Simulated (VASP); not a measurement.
# Ir3C2 (P6mm) in VASP: relaxation of cell and atoms with PBE

Aim: the relaxation of cell and atoms of Ir3C2 with PBE.

Program: VASP 6.6.1. These are calculated values, not measurements. Logs are shortened: lines on timing, memory, paths and dates and some standing lists are left out, and cuts for length are marked.

## (1) The cell of the first run

The structure is hexagonal, space group P6mm (No. 183). The conventional cell has a = 4.014 Å, b = 4.014 Å, c = 4.653 Å, α = 90.00°, β = 90.00°, γ = 120.00°. Ir (site symmetry 2mm) has 2 C at 1.99 Å and 4 Ir at 2.01 Å within 2.6 Å. Within 2.6 Å of C (site symmetry 3m) lie 3 Ir at 1.99 Å and 3 C at 2.32 Å.

## (2) Relaxation of cell and atoms, PBE

File INCAR:

```
SYSTEM = Ir3C2
  ALGO = Normal
  EDIFF = 1E-7
  EDIFFG = -0.04
  ENCUT = 600
  GGA = PE
  GGA_COMPAT = .False.
  IBRION = 2
  ISIF = 3
  ISMEAR = 0
  LASPH = .True.
  LCHARG = .False.
  LREAL = .False.
  LWAVE = .False.
  NELM = 120
  NELMIN = 4
  NSW = 90
  PREC = Accurate
  SIGMA = 0.1
```

File KPOINTS:

```
k-points
0
Gamma
  6 6 4
  0 0 0
```

File POSCAR:

```
Ir3C2
1.0
    4.0138967965      0.0000000000      0.0000000000
   -2.0069483982      3.4761365939      0.0000000000
    0.0000000000      0.0000000000      4.6530088344
Ir C
3 2
Direct
    0.5000000000      0.0000000000      0.6394751757
    0.0000000000      0.5000000000      0.6394751757
    0.5000000000      0.5000000000      0.6394751757
    0.6666666667      0.3333333333      0.2929213859
    0.3333333333      0.6666666667      0.2929213859
```

Potentials or basis: VASP PAW PBE potentials, release 64 (Ir, C).

The run is started by

```
$ cat potpaw_PBE.64/Ir/POTCAR potpaw_PBE.64/C/POTCAR > POTCAR
$ mpirun -np 1 vasp_std > vasp.out
```

OUTCAR:

```text
SYSTEM = Ir3C2
   EDIFF = 1E-7
   EDIFFG = -0.04
   ENCUT = 600
   GGA = PE
   IBRION = 2
   ISIF = 3
   ISMEAR = 0
   LASPH = .True.
   LREAL = .False.
   NELM = 120
   NELMIN = 4
   NSW = 90
   PREC = Accurate

 ion  position               nearest neighbor table
   1  0.500  0.000  0.639-   4 1.99   5 1.99   3 2.01   3 2.01   2 2.01   2 2.01
   2  0.000  0.500  0.639-   4 1.99   5 1.99   1 2.01   1 2.01   3 2.01   3 2.01
   3  0.500  0.500  0.639-   4 1.99   5 1.99   1 2.01   1 2.01   2 2.01   2 2.01
   4  0.667  0.333  0.293-   1 1.99   2 1.99   3 1.99
   5  0.333  0.667  0.293-   1 1.99   2 1.99   3 1.99

  LATTYP: Found a hexagonal cell.
 ALAT       =     4.0138967965
 C/A-ratio  =     1.1592248307

  Lattice vectors:

 A1 = (   4.0138967965,   0.0000000000,   0.0000000000)
 A2 = (  -2.0069483982,   3.4761365939,   0.0000000000)
 A3 = (   0.0000000000,   0.0000000000,   4.6530088344)

Analysis of symmetry for initial positions (statically):
=====================================================================
 Subroutine PRICEL returns:
 Original cell was already a primitive cell.

 Routine SETGRP: Setting up the symmetry group for a
 hexagonal supercell.

 Subroutine GETGRP returns: Found 12 space group operations
 (whereof 12 operations were pure point group operations)
 out of a pool of 24 trial point group operations.

The static configuration has the point symmetry C_6v.

Analysis of symmetry for dynamics (positions and initial velocities):
=====================================================================
 Subroutine PRICEL returns:
 Original cell was already a primitive cell.

 Routine SETGRP: Setting up the symmetry group for a
 hexagonal supercell.

 Subroutine GETGRP returns: Found 12 space group operations
 (whereof 12 operations were pure point group operations)
 out of a pool of 24 trial point group operations.

The dynamic configuration has the point symmetry C_6v.

 Subroutine INISYM returns: Found 12 space group operations
 (whereof 12 operations are pure point group operations),
 and found     1 'primitive' translations

----------------------------------------------------------------------------------------

                                     Primitive cell

  volume of cell :      64.9228

  direct lattice vectors                    reciprocal lattice vectors
     4.013896797  0.000000000  0.000000000     0.249134457  0.143837846  0.000000000
    -2.006948398  3.476136594  0.000000000     0.000000000  0.287675692  0.000000000
     0.000000000  0.000000000  4.653008834     0.000000000  0.000000000  0.214914700

  length of vectors
     4.013896797  4.013896796  4.653008834     0.287675692  0.287675692  0.214914700

  position of ions in fractional coordinates (direct lattice)
     0.500000000  0.000000000  0.639475176
     0.000000000  0.500000000  0.639475176
     0.500000000  0.500000000  0.639475176
     0.666666667  0.333333333  0.292921386
     0.333333333  0.666666667  0.292921386

  ion indices of the primitive-cell ions
   primitive index   ion index
                 1           1
                 2           2
                 3           3
                 4           4
                 5           5

----------------------------------------------------------------------------------------

 KPOINTS: k-points

Automatic generation of k-mesh.
 Grid dimensions read from file:
 generate k-points for:    6    6    4

 Generating k-lattice:

  Cartesian coordinates                     Fractional coordinates (reciprocal lattice)
     0.041522410  0.023972974  0.000000000     0.166666667  0.000000000  0.000000000
     0.000000000  0.047945949  0.000000000     0.000000000  0.166666667  0.000000000
     0.000000000  0.000000000  0.053728675     0.000000000  0.000000000  0.250000000

  Length of vectors
     0.047945949  0.047945949  0.053728675

  Shift w.r.t. Gamma in fractional coordinates (k-lattice)
     0.000000000  0.000000000  0.000000000

 Subroutine IBZKPT returns following result:
 ===========================================

 Found     21 irreducible k-points:

 Following reciprocal coordinates:
            Coordinates               Weight
  0.000000  0.000000  0.000000      1.000000
  0.166667 -0.000000  0.000000      6.000000
  0.333333  0.000000  0.000000      6.000000
  0.500000  0.000000  0.000000      3.000000
  0.166667  0.166667  0.000000      6.000000
  0.333333  0.166667  0.000000     12.000000
[... 13 lines left out ...]
  0.333333  0.166667  0.500000     12.000000
  0.333333  0.333333  0.500000      2.000000
   k-points           NKPTS =     21   k-points in BZ     NKDIM =     21   number of bands    NBANDS=     21
   number of dos      NEDOS =    301   number of ions     NIONS =      5
   total plane-waves  NPLWV =  40960
   dimension x,y,z NGX =    32 NGY =   32 NGZ =   40
   dimension x,y,z NGXF=    64 NGYF=   64 NGZF=   80
   ions per type =               3   2
   NGX,Y,Z   is equivalent  to a cutoff of  13.25, 13.25, 14.29 a.u.
   NGXF,Y,Z  is equivalent  to a cutoff of  26.51, 26.51, 28.58 a.u.
 SYSTEM =  Ir3C2
   PREC   = accura    normal or accurate (medium, high low for compatibility)
   ISTART =      0    job   : 0-new  1-cont  2-samecut
   ICHARG =      2    charge: 1-file 2-atom 10-const
   ISPIN  =      1    spin polarized calculation?
   LNONCOLLINEAR =      F non collinear calculations
   LSORBIT =      F    spin-orbit coupling
   LASPH  =      T    aspherical Exc in radial PAW
   ENCUT  =  600.0 eV  44.10 Ry    6.64 a.u.   8.02  8.02  9.29*2*pi/ulx,y,z
   NELM   =    120;   NELMIN=  4; NELMDL= -5     # of ELM steps
   EDIFF  = 0.1E-06   stopping-criterion for ELM
   LREAL  =      F    real-space projection
   EDIFFG = -.4E-01   stopping-criterion for IOM
   NSW    =     90    number of steps for IOM
   IBRION =      2    ionic relax: 0-MD 1-quasi-New 2-CG
   NFREE  =      1    steps in history (QN), initial steepest desc. (CG)
   ISIF   =      3    stress and relaxation
   ISYM   =      2    0-nonsym 1-usesym 2-fastsym
   POTIM  = 0.5000    time-step for ionic-motion
   TEBEG  =    0.0;   TEEND  =   0.0 temperature during run
   PSTRESS=    0.0 pullay stress
   NELECT =      35.0000    total number of electrons
   NUPDOWN=      -1.0000    fix difference up-down
   EMIN   =  10.00;   EMAX   =-10.00  energy-range for DOS
   EFERMI =   0.00;   METHOD = LEGACY
   ISMEAR =     0;   SIGMA  =   0.10  broadening in eV -4-tet -1-fermi 0-gaus
   EFERMI_NEDOS =   21; number of points for ismear=-14 and -15
   IALGO  =     38    algorithm
   IMIX   =      4    mixing-type and parameters
     AMIX     =   0.40;   BMIX     =  1.00
     AMIX_MAG =   1.60;   BMIX_MAG =  1.00
  volume/ion in A,a.u.               =      12.98        87.62
  Fermi-wavevector in a.u.,A,eV,Ry     =   1.332392  2.517855 24.153978  1.775267
  Thomas-Fermi vector in A             =   2.461330
   LORBIT       =      0    0 simple, 1 ext, 2 COOP (PROOUT), +10 PAW based schemes
   GGA     = PE    functional components
   LHFCALC =     F    Hartree Fock is set to
   AEXX    =    0.0000 exact exchange contribution
   IVDW    =     0    specifies the selected vdW correction
   LEPSILON=     F    determine dielectric tensor
   LRPA    =     F    only Hartree local field effects (RPA)
 conjugate gradient relaxation of ions
 non-spin polarized calculation
 Gauss-broadening in eV      SIGMA  =   0.10
  energy-cutoff  :      600.00
  volume of cell :       64.92
 maximum number of plane-waves:      2194
   NGX = 17   NGY = 17   NGZ = 19

--------------------------------------- Ionic step        1  -------------------------------------------

 number of electron      35.0000000 magnetization

 Free energy of the ion-electron system (eV)
  ---------------------------------------------------
  ext. energy  EPLUGINS =         0.00000000
  ---------------------------------------------------
  free energy    TOTEN  =        -8.85933075 eV

  energy without entropy =       -8.83294724  energy(sigma->0) =       -8.84613900

------------------------ aborting loop because EDIFF is reached ----------------------------------------

  FORCE on cell =-STRESS in cart. coord.  units (eV):
  Direction    XX          YY          ZZ          XY          YZ          ZX
  --------------------------------------------------------------------------------------
  -------------------------------------------------------------------------------------
  Total      128.9616122    128.9616121     14.8282723      0.0000000      0.0000000      0.0000000
  in kB     3182.5418509   3182.5418508    365.9352309      0.0000000      0.0000000      0.0000000
  external PRESSURE =    2243.6729775 kB  Pullay stress =       0.0000000 kB
[... 65 lines left out ...]
--------------------------------------- Ionic step        3  -------------------------------------------

 number of electron      34.9999984 magnetization

 E-fermi :  -0.6045     XC(G=0):  -7.9340

 val. band max:       -0.6074897363   @ k =   0.5000   0.0000   0.0000
 cond. band min:      -0.5960806091   @ k =   0.1667  -0.0000   0.0000
 fundamental gap:      0.0114091272
 Fermi energy:        -0.6045164734

 k-point     1 :       0.0000    0.0000    0.0000
  band No.  band energies     occupation
      1      -9.8170      2.00000
      2      -8.8974      2.00000
      3      -4.5926      2.00000
      4      -3.4398      2.00000
      5      -3.4398      2.00000
      6      -3.2884      2.00000
[... 525 lines left out ...]
  FREE ENERGIE OF THE ION-ELECTRON SYSTEM (eV)
  ---------------------------------------------------
  free  energy   TOTEN  =       -26.0395885613 eV

  energy  without entropy=      -25.9487060914  energy(sigma->0) =      -25.99414733

 E-fermi :   2.8332     XC(G=0):  -9.9849

 val. band max:        2.8144323503   @ k =   0.0000   0.0000   0.2500
 cond. band min:       2.8340836735   @ k =   0.1667  -0.0000   0.0000
 fundamental gap:      0.0196513232
 Fermi energy:         2.8331875234

 k-point     1 :       0.0000    0.0000    0.0000
  band No.  band energies     occupation
      1     -10.1275      2.00000
      2      -7.9559      2.00000
      3      -3.2869      2.00000
      4      -3.0412      2.00000
      5      -3.0412      2.00000
      6      -1.4114      2.00000
[... 493 lines left out ...]
     20       2.7719      1.61394
     21       6.1436      0.00000

 E-fermi :   4.2347     XC(G=0): -10.4763

 val. band max:        4.2235634614   @ k =   0.1667  -0.0000   0.5000
 cond. band min:       4.2703121767   @ k =   0.3333   0.3333   0.0000
 fundamental gap:      0.0467487153
 Fermi energy:         4.2347245197

 k-point     1 :       0.0000    0.0000    0.0000
  band No.  band energies     occupation
      1     -10.1811      2.00000
      2      -7.3281      2.00000
      3      -3.1791      2.00000
      4      -3.1791      2.00000
      5      -2.6360      2.00000
      6      -0.4090      2.00000
[... 493 lines left out ...]
     20       5.3576      0.00000
     21       7.4519      0.00000

[... ionic steps 4 to 31 ...]

--------------------------------------- Ionic step       32  -------------------------------------------

 number of electron      34.9999999 magnetization

------------------------ aborting loop because EDIFF is reached ----------------------------------------
[... 73 lines left out ...]
--------------------------------------- Ionic step       34  -------------------------------------------

 number of electron      34.9999997 magnetization

 Free energy of the ion-electron system (eV)
  ---------------------------------------------------
  ext. energy  EPLUGINS =         0.00000000
  ---------------------------------------------------
  free energy    TOTEN  =       -40.76821332 eV

  energy without entropy =      -40.75255049  energy(sigma->0) =      -40.76038190

 E-fermi :   5.9095     XC(G=0): -11.3782

 val. band max:        5.8519110319   @ k =   0.1667   0.1667   0.2500
 cond. band min:       5.9318771531   @ k =   0.3333   0.0000   0.2500
 fundamental gap:      0.0799661212
 Fermi energy:         5.9095031015

 k-point     1 :       0.0000    0.0000    0.0000
  band No.  band energies     occupation
      1      -9.4244      2.00000
      2      -5.6862      2.00000
      3      -2.6786      2.00000
      4      -2.6786      2.00000
      5      -0.9440      2.00000
      6      -0.6916      2.00000
[... 525 lines left out ...]
  FREE ENERGIE OF THE ION-ELECTRON SYSTEM (eV)
  ---------------------------------------------------
  free  energy   TOTEN  =       -40.7682133204 eV

  energy  without entropy=      -40.7525504883  energy(sigma->0) =      -40.76038190

 reached required accuracy - stopping structural energy minimisation
```

Wall time 7.7 min (1 thread of Intel Xeon 6975P-C (Granite Rapids), shared host); peak memory 0.23 GiB.

What came out:

```
Free energy                            : -40.7682 eV
Relaxed volume                         : 14.77 Å³/atom
Relaxed cell                           : a = 5.566 Å, b = 5.566 Å, c = 2.752 Å, α = 90.00°, β = 90.00°, γ = 120.00°
Space group after relaxing (to 0.05 Å) : P6/mmm (No. 191)
Energy gained by relaxing              : 6381.8 meV/atom
Ionic steps                            : 34
Pressure after relaxing                : 0.0 GPa
```

Stress tensor (GPa, compression positive):
```
 0.04  0.00  0.00
 0.00  0.04  0.00
 0.00  0.00 -0.13
```

The path:
```csv
step,energy change (eV),largest force (eV/Å),pressure (GPa),volume (Å³)
1,0.0000,4.5517,224.37,64.92
2,15.2241,1.7356,-25.06,373.79
3,-17.1803,4.6693,-25.12,154.85
4,-20.3822,4.9073,-25.55,136.20
5,-23.7956,4.2959,4.77,96.92
6,-23.9562,4.8006,-13.61,108.69
7,-24.1038,4.6765,-8.64,104.53
8,-24.1104,4.6433,-7.38,103.63
9,-27.7376,1.1766,3.45,94.91
10,-27.7531,1.5766,5.11,94.40
11,-28.1325,0.8326,-12.55,99.77
12,-28.1406,0.4766,-9.89,98.82
13,-28.5335,0.1772,-10.82,96.40
14,-30.1894,1.4179,-10.22,87.37
15,8.3452,1.3822,274.27,60.59
16,-30.1438,2.1142,-5.90,86.59
17,-30.2813,2.5484,1.01,82.71
18,-30.3351,2.3932,-2.50,84.26
19,-30.3074,1.8792,3.11,79.93
20,-30.4594,2.1480,-0.92,82.24
21,-30.9485,1.4152,-4.67,80.72
22,-31.7148,0.4322,-7.79,77.24
23,-29.8228,5.2554,36.88,70.41
24,-31.8150,0.1724,-6.99,76.44
25,-31.8721,0.2961,-3.38,75.11
26,-31.8728,0.2138,-4.04,75.29
27,-31.8486,0.3443,7.82,71.83
28,-31.8949,0.2647,0.52,73.85
29,-31.9035,0.1674,-0.24,73.89
30,-31.9035,0.1614,-0.29,73.89
31,-31.9075,0.0776,0.38,73.70
32,-31.9081,0.0283,0.79,73.60
33,-31.9079,0.0310,-0.92,74.11
34,-31.9089,0.0002,-0.02,73.83
```

Final structure:
```yaml
crystal:
  lattice:
    - [5.56599, 0.00000, 0.00000]
    - [-2.78299, 4.82028, 0.00000]
    - [0.00000, 0.00000, 2.75189]
  atoms:
    - { symbol: Ir, position: [0.50000, 0.00000, 0.70085] }
    - { symbol: Ir, position: [0.00000, 0.50000, 0.70085] }
    - { symbol: Ir, position: [0.50000, 0.50000, 0.70085] }
    - { symbol: C, position: [0.66667, 0.33333, 0.20086] }
    - { symbol: C, position: [0.33333, 0.66667, 0.20086] }
```

Caveat: spin-orbit coupling is left out, which moves the levels of the heavy elements.
